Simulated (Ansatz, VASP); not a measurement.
**Two plane-wave programs on MoSe**

File INCAR:

```
ALGO = Normal ; EDIFF = 1E-6
ENCUT = 520 ; GGA = PS
ISIF = 2 ; ISMEAR = 0
ISPIN = 2 ; LASPH = T
LCHARG = F ; LDAU = T
LDAUJ = 0 0 ; LDAUL = 2 -1
LDAUPRINT = 1 ; LDAUTYPE = 2
LDAUU = 3 0 ; LMAXMIX = 4
LORBIT = 11 ; LREAL = F
LWAVE = F ; MAGMOM = 3.5 0
NBANDS = 21 ; NELM = 150
PREC = Accurate ; SIGMA = 0.05
```

File KPOINTS:

```
k-points
0
Gamma
  14 14 14
```

Contents of POSCAR:

```
MoSe
1.0
    3.1072324860      0.0000000000      0.0000000000
    0.0000000000      3.1072324860      0.0000000000
    0.0000000000      0.0000000000      3.1072324860
Mo Se
1 1
Direct
    0.0000000000      0.0000000000      0.0000000000
    0.5000000000      0.5000000000      0.5000000000
```

Input for Ansatz:

```yaml
crystal:
  lattice:
    - [3.107232486, 0.0, 0.0]
    - [0.0, 3.107232486, 0.0]
    - [0.0, 0.0, 3.107232486]
  atoms:
    - { symbol: Mo, position: [0.0, 0.0, 0.0], spin: 3.5 }
    - { symbol: Se, position: [0.5, 0.5, 0.5] }
basis:
  ecutwfc: 420
kpoints:
  mp_grid: { grid: [14, 14, 14] }
hamiltonian:
  xc: pbesol
  hubbard: { sites: [{ species: Mo, l: d, u_eff: 3.0 }] }
scf:
  occupations: { method: gaussian, width: 0.05 }
output:
  forces: true
  stress: true
  eigenvalues: true
  populations: true
  write_density: true
  write_potential: true
  elf: true
  volumetric_format: npy
magnetization:
  spin_polarized: true
```

Alike in both runs: task single point; functional PBEsol; k mesh 14 × 14 × 14; occupations gaussian, width 0.05 eV; collinear spin; Hubbard terms Mo d U = 3.0 eV.

```csv
,VASP,Ansatz
version,VASP 6.6.1,Ansatz 0.2.0
potentials or method,"VASP PAW PBE potentials, release 64 (Mo_sv, Se), cutoff 520 eV","scalar-relativistic, plane waves, PAW"
valence electrons in the cell,20,30
```

```tsv
	VASP	Ansatz	Ansatz less VASP
gap on the k mesh at the Fermi level (eV)	none	none	-
pressure (GPa)	7.8	9.7	+1.85
net moment per atom (μB)	0.53	0.66	+0.126
size of the moment on the site where the two differ most (μB)	1.03	1.15	+0.123
```

The net moments are unlike, so the other rows may belong to different states. VASP's potentials were made for PBE, not for PBEsol. Site moments also hang on the region over which each program counts them. The programs project onto different local orbitals, so the same U acts differently, and such runs can settle in different states. A gap of «none» marks a metal or a gap that the smearing closes. VASP's potentials hold 20 valence electrons a cell and Ansatz's 30, so a difference there can come from the potentials and not from the codes. Ansatz's warnings: filled band counts differ across k points.
